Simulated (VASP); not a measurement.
# InAs: relaxation of cell and atoms with PBEsol+D4

Crystal: InAs.

```
In As
1.0
     0.00000    2.87730    2.87730
     2.87730    0.00000    2.87730
     2.87730    2.87730    0.00000
In As
1 1
Direct
  0.50000 0.50000 0.50000
  0.00000 0.00000 0.00000
```

```json
{
  "Program": "VASP 6.6.1",
  "Task": "relaxation of cell and atoms",
  "Functional": "PBEsol",
  "Dispersion": "D4",
  "Potentials or basis": "VASP PAW PBE potentials, release 64 (In_d, As)",
  "Cutoff": "600 eV",
  "k mesh": "8 × 8 × 8",
  "Occupations": "fermi-dirac, width 0.05 eV",
  "Spin": "no spin polarisation",
  "Dipole correction": "no",
  "Further INCAR settings": "ALGO = Normal; EDIFF = 1e-07; IBRION = 2; EDIFFG = -0.01; NSW = 60; ISIF = 3"
}
```

* Relaxed volume: 22.13 Å³/atom
* Relaxed cell: a = 3.971 Å, b = 3.971 Å, c = 3.971 Å, α = 60.00°, β = 60.00°, γ = 60.00°
* Space group after relaxing (to 0.1 Å): Fm-3m (No. 225)
* Energy gained by relaxing: 26.5 meV/atom
* Ionic steps: 3
* Pressure after relaxing: 0.0 GPa
* Band gap on the k mesh: zero (bands 9 and 10 overlap by 2.87 eV)
* Dispersion energy per atom: -0.249 eV

The path:
| step | energy change (eV) | largest force (eV/Å) | pressure (GPa) | volume (Å³) |
| --- | --- | --- | --- | --- |
| 1 | 0.0000 | 0.0000 | -4.69 | 47.64 |
| 2 | -0.0438 | 0.0000 | 2.35 | 42.99 |
| 3 | -0.0530 | 0.0000 | 0.02 | 44.26 |

Final structure:
```
CELL_PARAMETERS angstrom
0.00000 2.80765 2.80765
2.80765 0.00000 2.80765
2.80765 2.80765 0.00000
ATOMIC_POSITIONS crystal
In 0.50000 0.50000 0.50000
As 0.00000 0.00000 0.00000
```

Levels at points of the mesh, in eV from the Fermi level:
| k point | band 5 | band 6 | band 7 | band 8 | band 9 | band 10 | band 11 | band 12 | band 13 |
| --- | --- | --- | --- | --- | --- | --- | --- | --- | --- |
| (0.00, 0.00, 0.00) | -14.30 | -12.65 | -0.25 | -0.25 | -0.25 | -0.20 | 7.20 | 7.20 | 7.20 |
| (0.50, 0.00, 0.00) | -14.23 | -10.74 | -6.94 | 0.20 | 0.20 | 2.11 | 3.25 | 3.25 | 4.84 |
| (0.50, 0.50, 0.00) | -14.20 | -9.63 | -5.19 | -2.92 | -2.49 | -2.49 | 3.68 | 9.74 | 9.74 |

Run time: 87 s on 1 thread of Intel Xeon 8259CL, with other jobs on the host, peak memory 0.22 GiB.

Caveat: the PAW data sets were made with another functional, which shifts forces and pressure a little; spin-orbit coupling is left out, which moves the levels of the heavy elements.
